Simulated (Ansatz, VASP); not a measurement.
**One calculation of LiF, two programs**

```
F Li
1.0
     0.00000    2.02734    2.02734
     2.02734    0.00000    2.02734
     2.02734    2.02734    0.00000
F Li
1 1
Direct
  0.50000 0.50000 0.50000
  0.00000 0.00000 0.00000
```

Change from the starting cell: volume scaled by 1.02.

Alike in both runs: task single point; functional PBE; k mesh 11 × 11 × 11; occupations fermi-dirac, width 0.05 eV; no spin polarisation.

|  | VASP | Ansatz |
| --- | --- | --- |
| version | VASP 6.6.1 | Ansatz 0.2.0 |
| potentials or method | VASP PAW PBE potentials, release 64 (F, Li_sv), cutoff 520 eV | all-electron LAPW, scalar-relativistic |

```tsv
	VASP	Ansatz	Ansatz less VASP
gap on the k mesh at the Fermi level (eV)	8.91	8.89	-0.020
least direct gap on the mesh (eV)	8.91	8.89	-0.020
```

Ansatz ran all-electron here, and VASP with PAW potentials.

Noted on VASP's run: the cutoff is short for stress, so the pressure is rough.
